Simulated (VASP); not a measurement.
# Co (P6_3/mmc) in VASP: a series of runs, part 2 of 2

VASP 6.6.1. The steps go on from the part before.

**4. Electric field gradients, PBE, collinear spin, ferromagnetic start (volume scaled by 0.99)**

File INCAR:

```
SYSTEM = Co
PREC = Accurate
ENCUT = 520
EDIFF = 1E-8
ISMEAR = -1
SIGMA = 0.05
LREAL = .FALSE.
LASPH = .TRUE.
NELM = 150
ALGO = Normal
ISIF = 2
LWAVE = .FALSE.
LCHARG = .FALSE.
ISPIN = 2
MAGMOM = 2 2
LORBIT = 11
LMAXMIX = 4
GGA = PE
LEFG = .TRUE.
NBANDS = 20
```

File KPOINTS:

```
Automatic mesh
0
G
  19 19 10
  0 0 0
```

File POSCAR:

```
Co
1.0
    2.5105760544      0.0000000000      0.0000000000
   -1.2552880272      2.1742226413      0.0000000000
    0.0000000000      0.0000000000      4.0773176236
Co
2
Direct
    0.3333333333      0.6666666667      0.2500000000
    0.6666666667      0.3333333333      0.7500000000
```

Potentials or basis: VASP PAW PBE potentials, release 64 (Co).

Run with:

```sh
$ cat potpaw_PBE.64/Co/POTCAR > POTCAR
$ mpirun -np 1 vasp_std > vasp.out
```

OUTCAR:

```text
SYSTEM = Co
   PREC = Accurate
   ENCUT = 520
   EDIFF = 1E-8
   ISMEAR = -1
   LREAL = .FALSE.
   LASPH = .TRUE.
   NELM = 150
   ISIF = 2
   ISPIN = 2
   LORBIT = 11
   GGA = PE

 ion  position               nearest neighbor table
   1  0.333  0.667  0.250-   2 2.50   2 2.50   2 2.50   2 2.50   2 2.50   2 2.50
   2  0.667  0.333  0.750-   1 2.50   1 2.50   1 2.50   1 2.50   1 2.50   1 2.50

  LATTYP: Found a hexagonal cell.
 ALAT       =     2.5105760544
 C/A-ratio  =     1.6240566050

  Lattice vectors:

 A1 = (   2.5105760544,   0.0000000000,   0.0000000000)
 A2 = (  -1.2552880272,   2.1742226413,   0.0000000000)
 A3 = (   0.0000000000,   0.0000000000,   4.0773176236)

[... 1350 lines left out ...]
 Electric field gradients after diagonalization (V/A^2)
 (convention: |V_zz| > |V_xx| > |V_yy|)
----------------------------------------------------------------------
 ion       V_xx      V_yy      V_zz     asymmetry (V_yy - V_xx)/ V_zz
----------------------------------------------------------------------
   1       0.918     0.917    -1.835       0.001
   2       0.918     0.917    -1.835       0.001
----------------------------------------------------------------------

           NMR quadrupolar parameters

 Cq : quadrupolar parameter    Cq=e*Q*V_zz/h
 eta: asymmetry parameters     (V_yy - V_xx)/ V_zz
 Q  : nuclear electric quadrupole moment in mb (millibarn)
----------------------------------------------------------------------
 ion       Cq(MHz)       eta       Q (mb)
----------------------------------------------------------------------
   1      -0.004       0.001       1.000
   2      -0.004       0.001       1.000
----------------------------------------------------------------------

 total charge

# of ion       s       p       d       tot
------------------------------------------
    1        0.478   0.500   7.247   8.224
    2        0.478   0.500   7.247   8.224
--------------------------------------------------
tot          0.956   0.999  14.493  16.449

 magnetization (x)

# of ion       s       p       d       tot
------------------------------------------
    1       -0.015  -0.054   1.722   1.653
    2       -0.015  -0.054   1.722   1.653
--------------------------------------------------
tot         -0.029  -0.108   3.443   3.306
```

OSZICAR:

```text
N       E                     dE             d eps       ncg     rms          rms(c)
DAV:   1     0.850778174420E+02    0.85078E+02   -0.82832E+03 20248   0.123E+03
DAV:   2    -0.115533259171E+02   -0.96631E+02   -0.86915E+02 19532   0.215E+02
DAV:   3    -0.160891010917E+02   -0.45358E+01   -0.43323E+01 21772   0.564E+01
DAV:   4    -0.161575585126E+02   -0.68457E-01   -0.68405E-01 23404   0.612E+00
DAV:   5    -0.161595765570E+02   -0.20180E-02   -0.20179E-02 22316   0.101E+00    0.146E+01
DAV:   6    -0.145372668450E+02    0.16223E+01   -0.78423E+00 21704   0.567E+01    0.717E+00
DAV:   7    -0.140999420551E+02    0.43732E+00   -0.12593E+00 22160   0.209E+01    0.376E+00
DAV:   8    -0.140816720764E+02    0.18270E-01   -0.16120E-02 25008   0.121E+00    0.168E+00
DAV:   9    -0.140672373462E+02    0.14435E-01   -0.33264E-03 30432   0.101E+00    0.453E-01
DAV:  10    -0.140667681770E+02    0.46917E-03   -0.53465E-04 24952   0.275E-01    0.143E-01
DAV:  11    -0.140667007078E+02    0.67469E-04   -0.90232E-05 28504   0.145E-01    0.293E-02
DAV:  12    -0.140666996797E+02    0.10281E-05   -0.93890E-06 20596   0.293E-02    0.167E-02
DAV:  13    -0.140666989313E+02    0.74837E-06   -0.18298E-06 28704   0.146E-02    0.713E-03
DAV:  14    -0.140666988540E+02    0.77305E-07   -0.33332E-07 20892   0.456E-03    0.252E-03
DAV:  15    -0.140666985028E+02    0.35119E-06   -0.10821E-08 18232   0.158E-03    0.913E-04
DAV:  16    -0.140666985156E+02   -0.12777E-07   -0.39514E-09 10496   0.735E-04    0.432E-04
DAV:  17    -0.140666985457E+02   -0.30079E-07   -0.73021E-10  9980   0.236E-04    0.540E-05
DAV:  18    -0.140666985535E+02   -0.77762E-08   -0.22525E-10  9884   0.134E-04
   1 F= -.14066699E+02 E0= -.14059079E+02  d E =-.152392E-01  mag=     3.2553
```

stdout:

```text
POSCAR found type information on POSCAR Co
 POSCAR found :  1 types and       2 ions
 scaLAPACK will be used
 LDA part: xc-table for (Slater+PW92), standard interpolation
 POSCAR, INCAR and KPOINTS ok, starting setup
 FFT: planning ... GRIDC
 FFT: planning ... GRID_SOFT
 FFT: planning ... GRID
 WAVECAR not read
 entering main loop
ion   1

ion   2
```

It took 4.6 min on 1 thread of Oxide Virtual Turin-like, shared host; peak memory 0.22 GiB.

Results:

| Property | Result |
| --- | --- |
| Free energy | -14.0667 eV |
| Pressure | -5.4 GPa |
| Net moment | 3.26 μB per cell |
| Site moments | Co +1.65 μB |
| Valence electrons inside the program's atomic spheres | Co 8.22 |

Stress tensor (GPa, compression positive):
```
-4.91  0.00  0.00
 0.00 -4.91  0.00
 0.00  0.00 -6.41
```

Electric field gradients, principal values (V/Å²):
```tsv
atom	least	middle	greatest (by size)
1 Co	0.917	0.918	-1.835
2 Co	0.917	0.918	-1.835
```

Caveat: without QUAD_EFG the Cq values of the log hold for a quadrupole moment of 1 mb, not for the nuclei.

**5. Electric field gradients, PBE, collinear spin, ferromagnetic start (volume scaled by 1.01)**

File INCAR:

```
PREC = Accurate
ENCUT = 520
EDIFF = 1E-8
ISMEAR = -1
SIGMA = 0.05
LREAL = False
LASPH = True
NELM = 150
ALGO = Normal
ISIF = 2
LWAVE = False
LCHARG = False
ISPIN = 2
MAGMOM = 2 2
LORBIT = 11
LMAXMIX = 4
GGA = PE
LEFG = True
NBANDS = 20
```

File KPOINTS:

```
regular mesh
0
Gamma
  19 19 10
```

File POSCAR:

```
Co
1.0
    2.5273697045      0.0000000000      0.0000000000
   -1.2636848523      2.1887663689      0.0000000000
    0.0000000000      0.0000000000      4.1045914620
Co
2
Direct
    0.3333333333      0.6666666667      0.2500000000
    0.6666666667      0.3333333333      0.7500000000
```

Potentials or basis: VASP PAW PBE potentials, release 64 (Co).

Run with:

```sh
$ cat potpaw_PBE.64/Co/POTCAR > POTCAR
$ mpirun -np 1 vasp_std > vasp.out
```

OUTCAR:

```text
PREC = Accurate
   ENCUT = 520
   EDIFF = 1E-8
   ISMEAR = -1
   LREAL = False
   LASPH = True
   NELM = 150
   ISIF = 2
   ISPIN = 2
   LORBIT = 11
   GGA = PE

 ion  position               nearest neighbor table
   1  0.333  0.667  0.250-   2 2.52   2 2.52   2 2.52   2 2.52   2 2.52   2 2.52
   2  0.667  0.333  0.750-   1 2.52   1 2.52   1 2.52   1 2.52   1 2.52   1 2.52

  LATTYP: Found a hexagonal cell.
 ALAT       =     2.5273697045
 C/A-ratio  =     1.6240566051

  Lattice vectors:

 A1 = (   2.5273697045,   0.0000000000,   0.0000000000)
 A2 = (  -1.2636848523,   2.1887663689,   0.0000000000)
 A3 = (   0.0000000000,   0.0000000000,   4.1045914620)

Analysis of symmetry for initial positions (statically):
=====================================================================
 Subroutine PRICEL returns:
 Original cell was already a primitive cell.

 Routine SETGRP: Setting up the symmetry group for a
 hexagonal supercell.

 Subroutine GETGRP returns: Found 24 space group operations
 (whereof 12 operations were pure point group operations)
 out of a pool of 24 trial point group operations.

The static configuration has the point symmetry D_3d.
 The point group associated with its full space group is D_6h.

Analysis of symmetry for dynamics (positions and initial velocities):
=====================================================================
 Subroutine PRICEL returns:
 Original cell was already a primitive cell.

 Routine SETGRP: Setting up the symmetry group for a
 hexagonal supercell.

 Subroutine GETGRP returns: Found 24 space group operations
 (whereof 12 operations were pure point group operations)
 out of a pool of 24 trial point group operations.

The dynamic configuration has the point symmetry D_3d.
 The point group associated with its full space group is D_6h.

Analysis of structural, dynamic, and magnetic symmetry:
=====================================================================
 Subroutine PRICEL returns:
 Original cell was already a primitive cell.

 Routine SETGRP: Setting up the symmetry group for a
 hexagonal supercell.

 Subroutine GETGRP returns: Found 24 space group operations
 (whereof 12 operations were pure point group operations)
 out of a pool of 24 trial point group operations.

The overall configuration has the point symmetry D_3d.
 The point group associated with its full space group is D_6h.

 Subroutine INISYM returns: Found 24 space group operations
 (whereof 12 operations are pure point group operations),
 and found     1 'primitive' translations

----------------------------------------------------------------------------------------

                                     Primitive cell

  volume of cell :      22.7059

  direct lattice vectors                    reciprocal lattice vectors
     2.527369704  0.000000000  0.000000000     0.395668271  0.228439183  0.000000000
    -1.263684852  2.188766369  0.000000000     0.000000000  0.456878365  0.000000000
     0.000000000  0.000000000  4.104591462     0.000000000  0.000000000  0.243629606

  length of vectors
[... 111 lines left out ...]
   LEPSILON=     F    determine dielectric tensor
   LRPA    =     F    only Hartree local field effects (RPA)
 spin polarized calculation
  energy-cutoff  :      520.00
  volume of cell :       22.71
 maximum number of plane-waves:       628
 NGX is ok and might be reduce to    20
   NGX =  9   NGY =  9   NGZ = 15

 number of electron      18.0000003 magnetization       3.2853048

 Free energy of the ion-electron system (eV)
  ---------------------------------------------------
  ext. energy  EPLUGINS =         0.00000000
  ---------------------------------------------------
  free energy    TOTEN  =       -14.04649836 eV

  energy without entropy =      -14.03096870  energy(sigma->0) =      -14.03873353

 E-fermi :   9.6309     XC(G=0): -13.1395

 val. band max:        9.6281909221   @ k =   0.1053   0.1053   0.0000
 cond. band min:       9.6317093876   @ k =   0.2105   0.0526   0.2000
 fundamental gap:      0.0035184655
 Fermi energy:         9.6309359545

 spin component 1

 k-point     1 :       0.0000    0.0000    0.0000
  band No.  band energies     occupation
      1       0.9868      1.00000
      2       4.6990      1.00000
      3       7.0524      1.00000
      4       7.0934      1.00000
      5       7.0934      1.00000
      6       7.3768      1.00000
[... 541 lines left out ...]
     19      32.1557      0.00000
     20      33.7879      0.00000

 [... further k-points ...]

 spin component 2

 k-point     1 :       0.0000    0.0000    0.0000
  band No.  band energies     occupation
      1       0.9703      1.00000
      2       5.6542      1.00000
      3       8.7085      1.00000
      4       8.7654      1.00000
      5       8.7654      1.00000
      6       9.1011      0.99997
[... 541 lines left out ...]
     19      32.4804      0.00000
     20      34.1182      0.00000

 [... further k-points ...]

------------------------ aborting loop because EDIFF is reached ----------------------------------------

  FORCE on cell =-STRESS in cart. coord.  units (eV):
  Direction    XX          YY          ZZ          XY          YZ          ZX
  --------------------------------------------------------------------------------------
  -------------------------------------------------------------------------------------
  Total       -1.1997079     -1.1997079     -1.3865705      0.0000000      0.0000000      0.0000000
  in kB      -84.6540981    -84.6540981    -97.8395427      0.0000000      0.0000000      0.0000000
  external PRESSURE =     -89.0492463 kB  Pullay stress =       0.0000000 kB

 VOLUME and BASIS-vectors are now :
 -----------------------------------------------------------------------------
  energy-cutoff  :      520.00
  volume of cell :       22.71
      direct lattice vectors                 reciprocal lattice vectors
     2.527369704  0.000000000  0.000000000     0.395668271  0.228439183  0.000000000
    -1.263684852  2.188766369  0.000000000     0.000000000  0.456878365  0.000000000
     0.000000000  0.000000000  4.104591462     0.000000000  0.000000000  0.243629606

 POSITION                                       TOTAL-FORCE (eV/Angst)
 -----------------------------------------------------------------------------------
     -0.00000      1.45918      1.02615         0.000000     -0.000000      0.000000
      1.26368      0.72959      3.07844        -0.000000      0.000000      0.000000
 -----------------------------------------------------------------------------------
    total drift:                                0.000000     -0.000000     -0.000000

  FREE ENERGIE OF THE ION-ELECTRON SYSTEM (eV)
  ---------------------------------------------------
  free  energy   TOTEN  =       -14.0464983650 eV

  energy  without entropy=      -14.0309686952  energy(sigma->0) =      -14.03873353

 Electric field gradients (V/A^2)
---------------------------------------------------------------------
 ion       V_xx      V_yy      V_zz      V_xy      V_xz      V_yz
---------------------------------------------------------------------
   1       0.914     0.914    -1.828     0.000     0.000    -0.000
   2       0.914     0.914    -1.828     0.000    -0.000     0.000
---------------------------------------------------------------------

 Electric field gradients after diagonalization (V/A^2)
 (convention: |V_zz| > |V_xx| > |V_yy|)
----------------------------------------------------------------------
 ion       V_xx      V_yy      V_zz     asymmetry (V_yy - V_xx)/ V_zz
----------------------------------------------------------------------
   1       0.914     0.914    -1.828       0.000
   2       0.914     0.914    -1.828       0.000
----------------------------------------------------------------------

           NMR quadrupolar parameters

 Cq : quadrupolar parameter    Cq=e*Q*V_zz/h
 eta: asymmetry parameters     (V_yy - V_xx)/ V_zz
 Q  : nuclear electric quadrupole moment in mb (millibarn)
----------------------------------------------------------------------
 ion       Cq(MHz)       eta       Q (mb)
----------------------------------------------------------------------
   1      -0.004       0.000       1.000
   2      -0.004       0.000       1.000
----------------------------------------------------------------------

 total charge

# of ion       s       p       d       tot
------------------------------------------
    1        0.470   0.483   7.234   8.188
    2        0.470   0.483   7.234   8.188
--------------------------------------------------
tot          0.941   0.967  14.469  16.376

 magnetization (x)

# of ion       s       p       d       tot
------------------------------------------
    1       -0.014  -0.054   1.740   1.672
    2       -0.014  -0.054   1.740   1.672
--------------------------------------------------
tot         -0.029  -0.107   3.479   3.344
```

Run time: 4.8 min. Hardware: 1 thread of Oxide Virtual Turin-like, shared host; peak memory 0.22 GiB.

What came out:

| Property | Result |
| --- | --- |
| Free energy | -14.0465 eV |
| Pressure | -8.9 GPa |
| Net moment | 3.29 μB per cell |
| Site moments | Co +1.67 μB |
| Valence electrons inside the program's atomic spheres | Co 8.19 |

Stress tensor (GPa, compression positive):
```
-8.47  0.00  0.00
 0.00 -8.47  0.00
 0.00  0.00 -9.78
```

Electric field gradients, principal values (V/Å²):
```tsv
atom	least	middle	greatest (by size)
1 Co	0.914	0.914	-1.828
2 Co	0.914	0.914	-1.828
```

Caveat: without QUAD_EFG the Cq values of the log hold for a quadrupole moment of 1 mb, not for the nuclei.

**6. The runs side by side**

```csv
cell,gap on the mesh (eV),pressure (GPa),moment (μB)
"a = 2.544, b = 2.544, c = 4.091 Å, angles 90.0, 90.0, 120.0°, 2 atoms",none,-10.6,3.29
"a = 2.595, b = 2.595, c = 4.091 Å, angles 90.0, 90.0, 120.0°, 2 atoms",none,-16.2,3.32
"a = 2.511, b = 2.511, c = 4.077 Å, angles 90.0, 90.0, 120.0°, 2 atoms",none,-5.4,3.26
"a = 2.527, b = 2.527, c = 4.105 Å, angles 90.0, 90.0, 120.0°, 2 atoms",none,-8.9,3.29
```

Alike in all rows: task electric field gradients; level PBE; potentials or basis VASP PAW PBE potentials, release 64 (Co); spin collinear, ferromagnetic start; k mesh 19 × 19 × 10; cutoff (eV) 520; smearing fermi-dirac 0.05 eV.

Absolute energies hang on the potentials; compare differences alone.
